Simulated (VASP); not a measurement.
# Bi (C2/m) in VASP: settings compared, part 2 of 2

VASP 6.6.1.

## 3. Single point, LDA

This run uses another cell than the first one, of 34.03 Å³/atom, 0.943 times its volume.

Input file INCAR:

```
SYSTEM = Bi
PREC = Accurate ; ENCUT = 520
EDIFF = 1E-6 ; ISMEAR = -1
SIGMA = 0.05 ; LREAL = .FALSE.
LASPH = .TRUE. ; NELM = 60
ALGO = Normal ; ISIF = 2
LWAVE = .FALSE. ; LCHARG = .FALSE.
NBANDS = 22
```

Input file KPOINTS:

```
Automatic mesh
0
G
  4 4 5
  0 0 0
```

Input file POSCAR:

```
Bi
1.0
    3.4885980000     -3.1325780000      0.0000000000
    3.4885980000      3.1325780000      0.0000000000
   -1.2602350000      0.0000000000      3.1135500000
Bi
2
Direct
    0.7530610000      0.7530610000      0.8573820000
    0.2469390000      0.2469390000      0.1426180000
```

Potentials or basis: VASP PAW LDA potentials, release 64 (Bi_d).

Run with:

```bash
$ cat potpaw_LDA.64/Bi_d/POTCAR > POTCAR
$ mpirun -np 1 vasp_std > vasp.out
```

OUTCAR:

```text
SYSTEM = Bi
   PREC = Accurate
   ENCUT = 520
   EDIFF = 1E-6
   ISMEAR = -1
   LREAL = .FALSE.
   LASPH = .TRUE.
   NELM = 60
   ISIF = 2

 ion  position               nearest neighbor table
   1  0.753  0.753  0.857-   2 3.21   2 3.28   2 3.28   2 3.45
   2  0.247  0.247  0.143-   1 3.21   1 3.28   1 3.28   1 3.45

  LATTYP: Found a base centered monoclinic cell.
 ALAT       =     6.9771960000
 B/A-ratio  =     0.8979475423
 C/A-ratio  =     0.4814149259
 COS(beta)  =    -0.3751898342

  Lattice vectors:

 A1 = (   3.4885980000,  -3.1325780000,   0.0000000000)
 A2 = (   3.4885980000,   3.1325780000,   0.0000000000)
 A3 = (  -1.2602350000,   0.0000000000,   3.1135500000)

Analysis of symmetry for initial positions (statically):
=====================================================================
 Subroutine PRICEL returns:
 Original cell was already a primitive cell.

 Routine SETGRP: Setting up the symmetry group for a
 base centered monoclinic supercell.

 Subroutine GETGRP returns: Found  4 space group operations
 (whereof  4 operations were pure point group operations)
 out of a pool of  4 trial point group operations.

The static configuration has the point symmetry C_2h.

Analysis of symmetry for dynamics (positions and initial velocities):
=====================================================================
 Subroutine PRICEL returns:
 Original cell was already a primitive cell.

 Routine SETGRP: Setting up the symmetry group for a
 base centered monoclinic supercell.

 Subroutine GETGRP returns: Found  4 space group operations
 (whereof  4 operations were pure point group operations)
 out of a pool of  4 trial point group operations.

The dynamic configuration has the point symmetry C_2h.

 Subroutine INISYM returns: Found  4 space group operations
 (whereof  4 operations are pure point group operations),
 and found     1 'primitive' translations

----------------------------------------------------------------------------------------

                                     Primitive cell

  volume of cell :      68.0517

  direct lattice vectors                    reciprocal lattice vectors
     3.488598000 -3.132578000  0.000000000     0.143324052 -0.159612945  0.058011590
     3.488598000  3.132578000  0.000000000     0.143324052  0.159612945  0.058011590
    -1.260235000  0.000000000  3.113550000     0.000000000  0.000000000  0.321176792

  length of vectors
     4.688641694  4.688641694  3.358926295     0.222223807  0.222223807  0.321176792

  position of ions in fractional coordinates (direct lattice)
     0.753061000  0.753061000  0.857382000
     0.246939000  0.246939000  0.142618000

  ion indices of the primitive-cell ions
   primitive index   ion index
                 1           1
                 2           2

----------------------------------------------------------------------------------------

 KPOINTS: Automatic mesh

Automatic generation of k-mesh.
 Grid dimensions read from file:
 generate k-points for:    4    4    5

 Generating k-lattice:

  Cartesian coordinates                     Fractional coordinates (reciprocal lattice)
     0.035831013 -0.039903236  0.014502898     0.250000000  0.000000000  0.000000000
     0.035831013  0.039903236  0.014502898     0.000000000  0.250000000  0.000000000
     0.000000000  0.000000000  0.064235358     0.000000000  0.000000000  0.200000000

  Length of vectors
     0.055555952  0.055555952  0.064235358

  Shift w.r.t. Gamma in fractional coordinates (k-lattice)
     0.000000000  0.000000000  0.000000000

 Subroutine IBZKPT returns following result:
 ===========================================

 Found     27 irreducible k-points:

 Following reciprocal coordinates:
            Coordinates               Weight
  0.000000  0.000000  0.000000      1.000000
  0.250000  0.000000  0.000000      4.000000
  0.500000  0.000000  0.000000      2.000000
  0.250000  0.250000  0.000000      2.000000
  0.500000  0.250000  0.000000      4.000000
 -0.250000  0.250000  0.000000      2.000000
[... 16 lines left out ...]
  0.500000  0.250000  0.400000      4.000000
 -0.250000  0.250000  0.400000      4.000000
 [... further k-points ...]
   k-points           NKPTS =     27   k-points in BZ     NKDIM =     27   number of bands    NBANDS=     22
   number of dos      NEDOS =    301   number of ions     NIONS =      2
   total plane-waves  NPLWV =  36288
   dimension x,y,z NGX =    36 NGY =   36 NGZ =   28
   dimension x,y,z NGXF=    72 NGYF=   72 NGZF=   56
   ions per type =               2
   NGX,Y,Z   is equivalent  to a cutoff of  12.76, 12.76, 13.86 a.u.
   NGXF,Y,Z  is equivalent  to a cutoff of  25.53, 25.53, 27.72 a.u.
 SYSTEM =  Bi
   PREC   = accura    normal or accurate (medium, high low for compatibility)
   ISTART =      0    job   : 0-new  1-cont  2-samecut
   ICHARG =      2    charge: 1-file 2-atom 10-const
   ISPIN  =      1    spin polarized calculation?
   LNONCOLLINEAR =      F non collinear calculations
   LSORBIT =      F    spin-orbit coupling
   LASPH  =      T    aspherical Exc in radial PAW
   ENCUT  =  520.0 eV  38.22 Ry    6.18 a.u.   8.72  8.72  6.25*2*pi/ulx,y,z
   NELM   =     60;   NELMIN=  2; NELMDL= -5     # of ELM steps
   EDIFF  = 0.1E-05   stopping-criterion for ELM
   LREAL  =      F    real-space projection
   EDIFFG = 0.1E-04   stopping-criterion for IOM
   NSW    =      0    number of steps for IOM
   IBRION =     -1    ionic relax: 0-MD 1-quasi-New 2-CG
   NFREE  =      0    steps in history (QN), initial steepest desc. (CG)
   ISIF   =      2    stress and relaxation
   ISYM   =      2    0-nonsym 1-usesym 2-fastsym
   POTIM  = 0.5000    time-step for ionic-motion
   TEBEG  =    0.0;   TEEND  =   0.0 temperature during run
   PSTRESS=    0.0 pullay stress
   NELECT =      30.0000    total number of electrons
   NUPDOWN=      -1.0000    fix difference up-down
   EMIN   =  10.00;   EMAX   =-10.00  energy-range for DOS
   EFERMI =   0.00;   METHOD = LEGACY
   ISMEAR =    -1;   SIGMA  =   0.05  broadening in eV -4-tet -1-fermi 0-gaus
   EFERMI_NEDOS =   21; number of points for ismear=-14 and -15
   IALGO  =     38    algorithm
   IMIX   =      4    mixing-type and parameters
     AMIX     =   0.40;   BMIX     =  1.00
     AMIX_MAG =   1.60;   BMIX_MAG =  1.00
  volume/ion in A,a.u.               =      34.03       229.62
  Fermi-wavevector in a.u.,A,eV,Ry     =   1.245955  2.354514 21.121737  1.552404
  Thomas-Fermi vector in A             =   2.380154
   LORBIT       =      0    0 simple, 1 ext, 2 COOP (PROOUT), +10 PAW based schemes
   GGA     = CA    functional components
   LHFCALC =     F    Hartree Fock is set to
   AEXX    =    0.0000 exact exchange contribution
   IVDW    =     0    specifies the selected vdW correction
   LEPSILON=     F    determine dielectric tensor
   LRPA    =     F    only Hartree local field effects (RPA)
 non-spin polarized calculation
  energy-cutoff  :      520.00
  volume of cell :       68.05
 maximum number of plane-waves:      1843
 NGX is ok and might be reduce to    36
   NGX = 17   NGY = 17   NGZ = 13

 number of electron      30.0000001 magnetization

 Free energy of the ion-electron system (eV)
  ---------------------------------------------------
  ext. energy  EPLUGINS =         0.00000000
  ---------------------------------------------------
  free energy    TOTEN  =        -8.99736351 eV

  energy without entropy =       -8.99241094  energy(sigma->0) =       -8.99488723

 E-fermi :   6.4608     XC(G=0): -10.0322

 val. band max:        6.4177620687   @ k =   0.0000   0.0000   0.2000
 cond. band min:       6.4927575615   @ k =  -0.2500  -0.2500   0.2000
 fundamental gap:      0.0749954927
 Fermi energy:         6.4607897761

 k-point     1 :       0.0000    0.0000    0.0000
  band No.  band energies     occupation
      1     -16.3833      2.00000
      2     -16.3664      2.00000
      3     -16.3341      2.00000
      4     -16.2722      2.00000
      5     -16.2106      2.00000
      6     -16.1953      2.00000
[... 14 lines left out ...]
     21      14.8070      0.00000
     22      15.2636      0.00000

 k-point     2 :       0.2500    0.0000    0.0000
  band No.  band energies     occupation
      1     -16.3824      2.00000
      2     -16.3518      2.00000
      3     -16.3278      2.00000
      4     -16.2477      2.00000
      5     -16.2111      2.00000
      6     -16.1972      2.00000
[... 14 lines left out ...]
     21      15.4450      0.00000
     22      16.3378      0.00000
[... 523 lines left out ...]
     21      15.4484      0.00000
     22      15.7324      0.00000

 k-point    24 :      -0.2500    0.2500    0.4000
  band No.  band energies     occupation
      1     -16.3250      2.00000
      2     -16.3097      2.00000
      3     -16.2788      2.00000
      4     -16.2560      2.00000
      5     -16.2033      2.00000
      6     -16.1743      2.00000
[... 14 lines left out ...]
     21      13.1205      0.00000
     22      13.3379      0.00000

 [... further k-points ...]
[... 5 lines left out ...]
  --------------------------------------------------------------------------------------
  -------------------------------------------------------------------------------------
  Total       -1.4830737     -2.0165680     -1.0079952      0.0000000      0.0000000     -0.0632611
  in kB      -34.9168188    -47.4771663    -23.7317846      0.0000000      0.0000000     -1.4893915
  external PRESSURE =     -35.3752566 kB  Pullay stress =       0.0000000 kB

 VOLUME and BASIS-vectors are now :
 -----------------------------------------------------------------------------
  energy-cutoff  :      520.00
  volume of cell :       68.05
      direct lattice vectors                 reciprocal lattice vectors
     3.488598000 -3.132578000  0.000000000     0.143324052 -0.159612945  0.058011590
     3.488598000  3.132578000  0.000000000     0.143324052  0.159612945  0.058011590
    -1.260235000  0.000000000  3.113550000     0.000000000  0.000000000  0.321176792

 POSITION                                       TOTAL-FORCE (eV/Angst)
 -----------------------------------------------------------------------------------
      4.17375      0.00000      2.66950         0.135736      0.000000      0.134026
      1.54321      0.00000      0.44405        -0.135736      0.000000     -0.134026
 -----------------------------------------------------------------------------------
    total drift:                               -0.000000      0.000000      0.000000

  FREE ENERGIE OF THE ION-ELECTRON SYSTEM (eV)
  ---------------------------------------------------
  free  energy   TOTEN  =        -8.9973635125 eV

  energy  without entropy=       -8.9924109397  energy(sigma->0) =       -8.99488723
```

Wall time 12 s (1 thread of Intel Xeon 6975P-C (Granite Rapids), shared host); peak memory 0.16 GiB.

What came out:

- Free energy: -8.9974 eV
- Pressure: -3.5 GPa
- Largest force: 0.191 eV/Å
- Band gap on the k mesh: zero (band 15 reaches 9.61 eV, above the bottom of band 16 at 4.95 eV)

Forces on the atoms (eV/Å):
```
Bi   0.136  0.000  0.134
Bi  -0.136  0.000 -0.134
```

Stress tensor (GPa, compression positive):
```
-3.49  0.00 -0.15
 0.00 -4.75  0.00
-0.15  0.00 -2.37
```

Caveat: the k points lie up to 0.40 Å⁻¹ apart; spin-orbit coupling is left out, which moves the levels of the heavy elements.

## 4. Single point, r2SCAN

This run uses another cell than the first one, of 34.03 Å³/atom, 0.943 times its volume.

POSCAR is that of step 3.

Input file INCAR.step1:

```
ALGO = Normal
EDIFF = 1E-4
ENCUT = 520
GGA = PE
ISMEAR = -1
LASPH = T
LCHARG = F
LREAL = F
LWAVE = T
NBANDS = 22
NELM = 60
PREC = Accurate
SIGMA = 0.05
```

Input file INCAR.step2:

```
ALGO = Normal
EDIFF = 1E-6
ENCUT = 520
ISIF = 2
ISMEAR = -1
ISTART = 1
LASPH = T
LCHARG = F
LMIXTAU = T
LREAL = F
LWAVE = F
METAGGA = R2SCAN
NBANDS = 22
NELM = 60
PREC = Accurate
SIGMA = 0.05
```

Input file KPOINTS:

```
k-points
0
Gamma
  4 4 5
```

Potentials or basis: VASP PAW PBE potentials, release 64 (Bi_d).

Run with:

```bash
$ cat potpaw_PBE.64/Bi_d/POTCAR > POTCAR
$ cp INCAR.step1 INCAR
$ mpirun -np 1 vasp_std > vasp.out
$ cp INCAR.step2 INCAR
$ mpirun -np 1 vasp_std > vasp.out
```

Wall time 55 s (1 thread of Intel Xeon 6975P-C (Granite Rapids), shared host); peak memory 0.2 GiB.

It converged, with:

```yaml
Free_energy: -116.8025 eV
Pressure: -0.8 GPa
Largest_force: 0.251 eV/Å
Band_gap_on_the_k_mesh: zero (band 15 reaches 9.98 eV, above the bottom of band 16 at 5.06 eV)
```

Forces on the atoms (eV/Å):
```
Bi   0.189  0.000  0.165
Bi  -0.189  0.000 -0.165
```

Stress tensor (GPa, compression positive):
```
-0.92  0.00 -0.22
 0.00 -1.99  0.00
-0.22  0.00  0.56
```

Levels at points of the mesh, in eV from the Fermi level:
```csv
k point,band 12,band 13,band 14,band 15,band 16,band 17,band 18,band 19
"(0.00, 0.00, 0.00)",-9.48,-3.26,-2.99,3.16,3.20,3.92,4.29,4.43
"(0.50, 0.00, 0.00)",-11.94,-1.20,-0.89,-0.73,-0.72,3.58,4.77,8.15
"(0.50, 0.50, 0.00)",-11.45,-5.14,-5.12,3.30,4.09,5.42,5.81,9.48
```

Caveat: the k points lie up to 0.40 Å⁻¹ apart; the PAW data sets were made with another functional, which shifts forces and pressure a little; spin-orbit coupling is left out, which moves the levels of the heavy elements.

## 5. Single point, PBEsol

This run uses another cell than the first one, of 34.03 Å³/atom, 0.943 times its volume.

Input file INCAR:

```
  ALGO = Fast
  EDIFF = 1E-7
  ENCUT = 520
  GGA = PS
  ISIF = 2
  ISMEAR = -1
  LASPH = True
  LCHARG = False
  LREAL = False
  LWAVE = False
  NBANDS = 22
  NELM = 100
  PREC = Accurate
  SIGMA = 0.05
```

Input file KPOINTS:

```
k-points
0
Gamma
  6 6 9
```

POSCAR is that of step 4.

Run with:

```bash
$ cat potpaw_PBE.64/Bi_d/POTCAR > POTCAR
$ mpirun -np 1 vasp_std > vasp.out
```

It took 64 s on 1 thread of Intel Xeon 6975P-C (Granite Rapids), shared host; peak memory 0.25 GiB.

It converged, with:

```yaml
Free_energy: -8.5405 eV
Pressure: -2.5 GPa
Largest_force: 0.057 eV/Å
Band_gap_on_the_k_mesh: zero (band 15 reaches 9.75 eV, above the bottom of band 16 at 4.90 eV)
```

Forces on the atoms (eV/Å):
```
Bi   0.050  0.000  0.027
Bi  -0.050  0.000 -0.027
```

Stress tensor (GPa, compression positive):
```
-2.46  0.00 -0.20
 0.00 -3.26  0.00
-0.20  0.00 -1.88
```

Levels at points of the mesh, in eV from the Fermi level:
| k point | band 12 | band 13 | band 14 | band 15 | band 16 | band 17 | band 18 | band 19 |
| --- | --- | --- | --- | --- | --- | --- | --- | --- |
| (0.00, 0.00, 0.00) | -9.18 | -3.06 | -2.78 | 2.75 | 3.07 | 3.73 | 4.11 | 4.27 |
| (0.50, 0.00, 0.00) | -11.45 | -1.13 | -0.97 | -0.73 | -0.66 | 3.41 | 4.54 | 7.65 |
| (0.50, 0.50, 0.00) | -11.00 | -4.93 | -4.91 | 3.14 | 3.88 | 5.18 | 5.54 | 8.85 |

Caveat: the PAW data sets were made with another functional, which shifts forces and pressure a little; spin-orbit coupling is left out, which moves the levels of the heavy elements.

## 6. Single point, PBE

This run uses another cell than the first one, of 34.03 Å³/atom, 0.943 times its volume.

Input file INCAR:

```
ALGO     = Fast           # electronic algorithm
EDIFF    = 1E-6           # SCF threshold, eV
ENCUT    = 520            # plane-wave cutoff, eV
GGA      = PE             # functional
ISIF     = 2              # what is computed and relaxed
ISMEAR   = -1             # smearing method
LASPH    = True           # aspherical terms in the spheres
LCHARG   = False          # write CHGCAR
LREAL    = False          # projectors in reciprocal space
LWAVE    = False          # write WAVECAR
NBANDS   = 22             # bands
NELM     = 80             # most SCF steps
PREC     = Accurate       # precision mode
SIGMA    = 0.05           # smearing width, eV
```

KPOINTS is that of step 5.

POSCAR is that of step 5.

Potentials or basis: VASP PAW PBE potentials, release 64 (Bi_d).

Run with:

```bash
$ cat potpaw_PBE.64/Bi_d/POTCAR > POTCAR
$ mpirun -np 1 vasp_std > vasp.out
```

Wall time 1.9 min (1 thread of Intel Xeon Platinum 8559C (Emerald Rapids), shared host); peak memory 0.25 GiB.

It converged, with:

| Item | Value |
| --- | --- |
| Free energy | -7.6892 eV |
| Pressure | 0.0 GPa |
| Largest force | 0.042 eV/Å |
| Band gap on the k mesh | zero (band 15 reaches 9.92 eV, above the bottom of band 16 at 5.08 eV) |

Forces in eV/Å, atoms in the order of the input:
```
Bi   0.039  0.000  0.015
Bi  -0.039  0.000 -0.015
```

Stress tensor (GPa, compression positive):
```
-0.01  0.00 -0.27
 0.00 -0.68  0.00
-0.27  0.00  0.73
```

Levels at points of the mesh, in eV from the Fermi level:
| k point | band 13 | band 14 | band 15 | band 16 | band 17 | band 18 |
| --- | --- | --- | --- | --- | --- | --- |
| (0.00, 0.00, 0.00) | -3.06 | -2.78 | 2.78 | 3.06 | 3.73 | 4.11 |
| (0.50, 0.00, 0.00) | -1.13 | -0.96 | -0.73 | -0.67 | 3.41 | 4.54 |
| (0.50, 0.50, 0.00) | -4.92 | -4.90 | 3.14 | 3.89 | 5.18 | 5.53 |

Caveat: spin-orbit coupling is left out, which moves the levels of the heavy elements.

## 7. Summary

| level | potentials or basis | cell | k mesh | gap on the mesh (eV) | pressure (GPa) | largest force (eV/Å) |
| --- | --- | --- | --- | --- | --- | --- |
| LDA | VASP PAW LDA potentials, release 64 (Bi_d) | a = 4.781, b = 4.781, c = 3.425 Å, angles 106.2, 106.2, 83.8°, 2 atoms | 6 × 6 × 9 | none | -5.7 | 0.16 |
| LDA | VASP PAW LDA potentials, release 64 (Bi_d) | a = 4.689, b = 4.689, c = 3.359 Å, angles 106.2, 106.2, 83.8°, 2 atoms | 4 × 4 × 5 | none | -3.5 | 0.19 |
| r2SCAN | VASP PAW PBE potentials, release 64 (Bi_d) | a = 4.689, b = 4.689, c = 3.359 Å, angles 106.2, 106.2, 83.8°, 2 atoms | 4 × 4 × 5 | none | -0.8 | 0.25 |
| PBEsol | VASP PAW PBE potentials, release 64 (Bi_d) | a = 4.689, b = 4.689, c = 3.359 Å, angles 106.2, 106.2, 83.8°, 2 atoms | 6 × 6 × 9 | none | -2.5 | 0.06 |
| PBE | VASP PAW PBE potentials, release 64 (Bi_d) | a = 4.689, b = 4.689, c = 3.359 Å, angles 106.2, 106.2, 83.8°, 2 atoms | 6 × 6 × 9 | none | 0.0 | 0.04 |

Alike in all rows: task single point; no spin polarisation; cutoff (eV) 520; smearing fermi-dirac 0.05 eV.

Caveats: some runs use coarse meshes; spin-orbit coupling is left out, which moves the levels of the heavy elements; the PAW data sets were made with another functional, which shifts forces and pressure a little (some runs).

Total energies depend on the potentials used, so only differences within one code and one set of settings carry meaning.
